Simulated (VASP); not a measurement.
# P2Rh2W (I4/mmm) in VASP: single point with RPBE+U

Aim: the single point of P2Rh2W with RPBE+U.

Program: VASP 6.6.1. These are calculated values, not measurements. Logs are shortened: lines on timing, memory, paths and dates and some standing lists are left out, and cuts for length are marked.

## 1. The cell of the first run

The structure is tetragonal, space group I4/mmm (No. 139). Conventional cell: a = 3.592 Å, b = 3.592 Å, c = 12.008 Å, α = 90.00°, β = 90.00°, γ = 90.00°. W (site symmetry 4/mmm) has 8 P at 3.05 Å and 8 Rh at 3.50 Å and 4 W at 3.59 Å within 4.0 Å. Within 2.9 Å of Rh (site symmetry -4m2) lie 4 P at 2.23 Å and 4 Rh at 2.54 Å. P (site symmetry 4mm) has 4 Rh at 2.23 Å within 2.9 Å.

## 2. Single point, RPBE+U

Input file INCAR:

```
SYSTEM = P2Rh2W
PREC = Accurate
ENCUT = 620
EDIFF = 1E-6
ISMEAR = 0
SIGMA = 0.0137
LREAL = .FALSE.
LASPH = .TRUE.
NELM = 200
ALGO = Normal
ISIF = 2
LWAVE = .FALSE.
LCHARG = .FALSE.
LMAXMIX = 4
LDAU = .TRUE.
LDAUTYPE = 1
LDAUL = -1 2 -1
LDAUU = 0 3.86 0
LDAUJ = 0 0.7 0
LDAUPRINT = 1
GGA = RP
NBANDS = 37
GGA_COMPAT = .FALSE.
```

Input file KPOINTS:

```
Automatic mesh
0
G
  5 5 5
  0 0 0
```

Input file POSCAR:

```
P2Rh2W
1.0
    0.0000000000      3.5915870000      0.0000000000
    3.5915870000      0.0000000000      0.0000000000
    1.7957930000      1.7957930000     -6.0041640000
W Rh P
1 2 2
Direct
    0.0000000000      0.0000000000      0.0000000000
    0.7500000000      0.2500000000      0.5000000000
    0.2500000000      0.7500000000      0.5000000000
    0.3600000000      0.3600000000      0.2800000000
    0.6400000000      0.6400000000      0.7200000000
```

Potentials or basis: VASP PAW PBE potentials, release 64 (W_sv, Rh_sv_GW, P).

Run with:

```
> cat potpaw_PBE.64/W_sv/POTCAR potpaw_PBE.64/Rh_sv_GW/POTCAR potpaw_PBE.64/P/POTCAR > POTCAR
> mpirun -np 1 vasp_std > vasp.out
```

OUTCAR:

```text
SYSTEM = P2Rh2W
   PREC = Accurate
   ENCUT = 620
   EDIFF = 1E-6
   ISMEAR = 0
   LREAL = .FALSE.
   LASPH = .TRUE.
   NELM = 200
   ISIF = 2
   GGA = RP

 ion  position               nearest neighbor table
   1  0.000  0.000  0.000-   4 3.05   5 3.05   5 3.05   5 3.05   4 3.05   4 3.05   5 3.05   4 3.05

   2  0.750  0.250  0.500-   4 2.23   5 2.23   4 2.23   5 2.23   3 2.54   3 2.54   3 2.54   3 2.54

   3  0.250  0.750  0.500-   4 2.23   5 2.23   4 2.23   5 2.23   2 2.54   2 2.54   2 2.54   2 2.54

   4  0.360  0.360  0.280-   2 2.23   3 2.23   3 2.23   2 2.23   1 3.05   1 3.05   1 3.05   1 3.05

   5  0.640  0.640  0.720-   2 2.23   3 2.23   3 2.23   2 2.23   1 3.05   1 3.05   1 3.05   1 3.05

  LATTYP: Found a body centered tetragonal cell.
 ALAT       =     3.5915870000
 C/A-ratio  =     3.3434601473

  Lattice vectors:

 A1 = (  -1.7957930000,   1.7957940000,   6.0041640000)
 A2 = (   1.7957940000,  -1.7957930000,   6.0041640000)
 A3 = (   1.7957930000,   1.7957930000,  -6.0041640000)

Analysis of symmetry for initial positions (statically):
=====================================================================
 Subroutine PRICEL returns:
 Original cell was already a primitive cell.

 Routine SETGRP: Setting up the symmetry group for a
 body centered tetragonal supercell.

 Subroutine GETGRP returns: Found 16 space group operations
 (whereof 16 operations were pure point group operations)
 out of a pool of 16 trial point group operations.

The static configuration has the point symmetry D_4h.

Analysis of symmetry for dynamics (positions and initial velocities):
=====================================================================
 Subroutine PRICEL returns:
 Original cell was already a primitive cell.

 Routine SETGRP: Setting up the symmetry group for a
 body centered tetragonal supercell.

 Subroutine GETGRP returns: Found 16 space group operations
 (whereof 16 operations were pure point group operations)
 out of a pool of 16 trial point group operations.

The dynamic configuration has the point symmetry D_4h.

 Subroutine INISYM returns: Found 16 space group operations
 (whereof 16 operations are pure point group operations),
 and found     1 'primitive' translations

----------------------------------------------------------------------------------------

                                     Primitive cell

  volume of cell :      77.4507

  direct lattice vectors                    reciprocal lattice vectors
     0.000000000  3.591587000  0.000000000     0.000000000  0.278428450  0.083275517
     3.591587000  0.000000000  0.000000000     0.278428450  0.000000000  0.083275517
     1.795793000  1.795793000 -6.004164000     0.000000000  0.000000000 -0.166551080

  length of vectors
     3.591587000  3.591587000  6.519181723     0.290615232  0.290615232  0.166551080

  position of ions in fractional coordinates (direct lattice)
     0.000000000  0.000000000  0.000000000
     0.750000000  0.250000000  0.500000000
     0.250000000  0.750000000  0.500000000
     0.360000000  0.360000000  0.280000000
     0.640000000  0.640000000  0.720000000

  ion indices of the primitive-cell ions
   primitive index   ion index
                 1           1
                 2           2
                 3           3
                 4           4
[... 97 lines left out ...]
   AEXX    =    0.0000 exact exchange contribution
   IVDW    =     0    specifies the selected vdW correction
   LEPSILON=     F    determine dielectric tensor
   LRPA    =     F    only Hartree local field effects (RPA)
 non-spin polarized calculation
 Gauss-broadening in eV      SIGMA  =   0.01
  energy-cutoff  :      620.00
  volume of cell :       77.45
 maximum number of plane-waves:      2732
 NGX is ok and might be reduce to    30
   NGX = 15   NGY = 15   NGZ = 27

atom =   2  type =  2  l = 2

 onsite density matrix

spin component  1

  0.6490  0.0000  0.0000  0.0000 -0.0000
  0.0000  0.6817  0.0000  0.0000 -0.0000
  0.0000  0.0000  0.7246  0.0000 -0.0000
  0.0000  0.0000  0.0000  0.6817  0.0000
 -0.0000 -0.0000 -0.0000  0.0000  0.7277

spin component  2

  0.6490  0.0000  0.0000  0.0000 -0.0000
  0.0000  0.6817  0.0000  0.0000 -0.0000
  0.0000  0.0000  0.7246  0.0000 -0.0000
  0.0000  0.0000  0.0000  0.6817  0.0000
 -0.0000 -0.0000 -0.0000  0.0000  0.7277

 occupancies and eigenvectors

  o =  0.6490  v =  1.0000 -0.0000  0.0000 -0.0000  0.0000  0.0000  0.0000  0.0000  0.0000  0.0000      0.0000  0.0000  0.0000  0.0000  0.0000  0.0000  0.0000  0.0000  0.0000  0.0000
  o =  0.6490  v =  0.0000  0.0000  0.0000  0.0000  0.0000  1.0000 -0.0000  0.0000 -0.0000  0.0000      0.0000  0.0000  0.0000  0.0000  0.0000  0.0000  0.0000  0.0000  0.0000  0.0000
  o =  0.6817  v =  0.0000 -0.7070 -0.0000  0.7072 -0.0000  0.0000  0.0000  0.0000  0.0000  0.0000      0.0000  0.0000  0.0000  0.0000  0.0000  0.0000  0.0000  0.0000  0.0000  0.0000
  o =  0.6817  v =  0.0000  0.0000  0.0000  0.0000  0.0000  0.0000 -0.7070 -0.0000  0.7072 -0.0000      0.0000  0.0000  0.0000  0.0000  0.0000  0.0000  0.0000  0.0000  0.0000  0.0000
  o =  0.6817  v = -0.0000 -0.7072  0.0000 -0.7070 -0.0000  0.0000  0.0000  0.0000  0.0000  0.0000      0.0000  0.0000  0.0000  0.0000  0.0000  0.0000  0.0000  0.0000  0.0000  0.0000
  o =  0.6817  v =  0.0000  0.0000  0.0000  0.0000  0.0000 -0.0000 -0.7072  0.0000 -0.7070 -0.0000      0.0000  0.0000  0.0000  0.0000  0.0000  0.0000  0.0000  0.0000  0.0000  0.0000
  o =  0.7246  v =  0.0000  0.0000  1.0000  0.0000  0.0000  0.0000  0.0000  0.0000  0.0000  0.0000      0.0000  0.0000  0.0000  0.0000  0.0000  0.0000  0.0000  0.0000  0.0000  0.0000
  o =  0.7246  v =  0.0000  0.0000  0.0000  0.0000  0.0000  0.0000  0.0000  1.0000  0.0000  0.0000      0.0000  0.0000  0.0000  0.0000  0.0000  0.0000  0.0000  0.0000  0.0000  0.0000
  o =  0.7277  v =  0.0000  0.0000  0.0000  0.0000  0.0000 -0.0000 -0.0000 -0.0000  0.0000  1.0000      0.0000  0.0000  0.0000  0.0000  0.0000  0.0000  0.0000  0.0000  0.0000  0.0000
  o =  0.7277  v = -0.0000 -0.0000 -0.0000  0.0000  1.0000  0.0000  0.0000  0.0000  0.0000  0.0000      0.0000  0.0000  0.0000  0.0000  0.0000  0.0000  0.0000  0.0000  0.0000  0.0000

atom =   3  type =  2  l = 2

 onsite density matrix

spin component  1

  0.6490  0.0000  0.0000  0.0000  0.0000
  0.0000  0.6817  0.0000  0.0000 -0.0000
  0.0000  0.0000  0.7246  0.0000  0.0000
  0.0000  0.0000  0.0000  0.6817  0.0000
  0.0000 -0.0000  0.0000  0.0000  0.7277

spin component  2

  0.6490  0.0000  0.0000  0.0000  0.0000
  0.0000  0.6817  0.0000  0.0000 -0.0000
  0.0000  0.0000  0.7246  0.0000  0.0000
  0.0000  0.0000  0.0000  0.6817  0.0000
  0.0000 -0.0000  0.0000  0.0000  0.7277

 occupancies and eigenvectors

  o =  0.6490  v =  1.0000 -0.0000  0.0000 -0.0000 -0.0000  0.0000  0.0000  0.0000  0.0000  0.0000      0.0000  0.0000  0.0000  0.0000  0.0000  0.0000  0.0000  0.0000  0.0000  0.0000
  o =  0.6490  v =  0.0000  0.0000  0.0000  0.0000  0.0000  1.0000 -0.0000  0.0000 -0.0000 -0.0000      0.0000  0.0000  0.0000  0.0000  0.0000  0.0000  0.0000  0.0000  0.0000  0.0000
  o =  0.6817  v = -0.0000  0.7071  0.0000 -0.7071  0.0000  0.0000  0.0000  0.0000  0.0000  0.0000      0.0000  0.0000  0.0000  0.0000  0.0000  0.0000  0.0000  0.0000  0.0000  0.0000
  o =  0.6817  v =  0.0000  0.0000  0.0000  0.0000  0.0000 -0.0000  0.7071  0.0000 -0.7071  0.0000      0.0000  0.0000  0.0000  0.0000  0.0000  0.0000  0.0000  0.0000  0.0000  0.0000
  o =  0.6817  v = -0.0000 -0.7071  0.0000 -0.7071 -0.0000  0.0000  0.0000  0.0000  0.0000  0.0000      0.0000  0.0000  0.0000  0.0000  0.0000  0.0000  0.0000  0.0000  0.0000  0.0000
  o =  0.6817  v =  0.0000  0.0000  0.0000  0.0000  0.0000 -0.0000 -0.7071  0.0000 -0.7071 -0.0000      0.0000  0.0000  0.0000  0.0000  0.0000  0.0000  0.0000  0.0000  0.0000  0.0000
  o =  0.7246  v = -0.0000 -0.0000 -1.0000 -0.0000  0.0000  0.0000  0.0000  0.0000  0.0000  0.0000      0.0000  0.0000  0.0000  0.0000  0.0000  0.0000  0.0000  0.0000  0.0000  0.0000
  o =  0.7246  v =  0.0000  0.0000  0.0000  0.0000  0.0000 -0.0000 -0.0000 -1.0000 -0.0000  0.0000      0.0000  0.0000  0.0000  0.0000  0.0000  0.0000  0.0000  0.0000  0.0000  0.0000
  o =  0.7277  v =  0.0000  0.0000  0.0000  0.0000  0.0000  0.0000 -0.0000  0.0000  0.0000  1.0000      0.0000  0.0000  0.0000  0.0000  0.0000  0.0000  0.0000  0.0000  0.0000  0.0000
  o =  0.7277  v =  0.0000 -0.0000  0.0000  0.0000  1.0000  0.0000  0.0000  0.0000  0.0000  0.0000      0.0000  0.0000  0.0000  0.0000  0.0000  0.0000  0.0000  0.0000  0.0000  0.0000

 number of electron      58.0000000 magnetization

 Free energy of the ion-electron system (eV)
  ---------------------------------------------------
  ext. energy  EPLUGINS =         0.00000000
  ---------------------------------------------------
  free energy    TOTEN  =       -24.13871852 eV

  energy without entropy =      -24.13719626  energy(sigma->0) =      -24.13795739

 E-fermi :   9.9746     XC(G=0): -12.2812

 val. band max:        9.9707107225   @ k =   0.2000   0.0000   0.0000
 cond. band min:       9.9794325890   @ k =  -0.2000   0.0000   0.2000
 fundamental gap:      0.0087218665
 Fermi energy:         9.9745953101

 k-point     1 :       0.0000    0.0000    0.0000
  band No.  band energies     occupation
      1     -68.8780      2.00000
      2     -68.7130      2.00000
      3     -64.7775      2.00000
      4     -37.2060      2.00000
      5     -37.2060      2.00000
      6     -36.8217      2.00000
[... 709 lines left out ...]
     36      13.8304      0.00000
     37      15.0004      0.00000

------------------------ aborting loop because EDIFF is reached ----------------------------------------

  FORCE on cell =-STRESS in cart. coord.  units (eV):
  Direction    XX          YY          ZZ          XY          YZ          ZX
  --------------------------------------------------------------------------------------
  -------------------------------------------------------------------------------------
  Total        9.9544373      9.9544373     -1.1396310     -0.0000000     -0.0000001     -0.0000001
  in kB      205.9216308    205.9216308    -23.5748817     -0.0000000     -0.0000020     -0.0000020
  external PRESSURE =     129.4227933 kB  Pullay stress =       0.0000000 kB

 VOLUME and BASIS-vectors are now :
 -----------------------------------------------------------------------------
  energy-cutoff  :      620.00
  volume of cell :       77.45
      direct lattice vectors                 reciprocal lattice vectors
     0.000000000  3.591587000  0.000000000     0.000000000  0.278428450  0.083275517
     3.591587000  0.000000000  0.000000000     0.278428450  0.000000000  0.083275517
     1.795793000  1.795793000 -6.004164000     0.000000000  0.000000000 -0.166551080

 POSITION                                       TOTAL-FORCE (eV/Angst)
 -----------------------------------------------------------------------------------
      0.00000      0.00000      0.00000         0.000000     -0.000000      0.000000
      1.79579      3.59159     -3.00208        -0.000000     -0.000000      0.000000
      3.59159      1.79579     -3.00208         0.000000      0.000000      0.000000
      1.79579      1.79579     -1.68117         0.000000      0.000000      4.932997
      3.59159      3.59159     -4.32300        -0.000000     -0.000000     -4.932997
 -----------------------------------------------------------------------------------
    total drift:                                0.000000     -0.000000     -0.000000

  FREE ENERGIE OF THE ION-ELECTRON SYSTEM (eV)
  ---------------------------------------------------
  free  energy   TOTEN  =       -24.1387185185 eV

  energy  without entropy=      -24.1371962584  energy(sigma->0) =      -24.13795739
```

It took 1.8 min on 1 thread of Intel Xeon Platinum 8259CL at 2.50GHz (Skylake/Cascade Lake), shared host; peak memory 0.26 GiB.

What came out:

```
Free energy            : -24.1387 eV
Pressure               : 12.9 GPa
Largest force          : 4.933 eV/Å
Band gap on the k mesh : zero (bands 29 and 30 overlap by 0.72 eV)
```

Forces in eV/Å, atoms in the order of the input:
```
W    0.000  0.000  0.000
Rh   0.000  0.000  0.000
Rh   0.000  0.000  0.000
P    0.000  0.000  4.933
P    0.000  0.000 -4.933
```

Eigenvalues of the final occupation matrices:
| site | spin | trace | eigenvalues |
| --- | --- | --- | --- |
| site 2 d | 1 | 3.46 | 0.65 0.68 0.68 0.72 0.73 |
| site 2 d | 2 | 3.46 | 0.65 0.68 0.68 0.72 0.73 |
| site 3 d | 1 | 3.46 | 0.65 0.68 0.68 0.72 0.73 |
| site 3 d | 2 | 3.46 | 0.65 0.68 0.68 0.72 0.73 |

Caveat: the k points lie up to 0.37 Å⁻¹ apart, too coarse for converged energies and pressures of a metal; the PAW data sets were made with another functional, which shifts forces and pressure a little; spin-orbit coupling is left out, which moves the levels of the heavy elements; U without spin polarisation on a metal has little footing; the U is typed as a test and isn't derived for this compound.
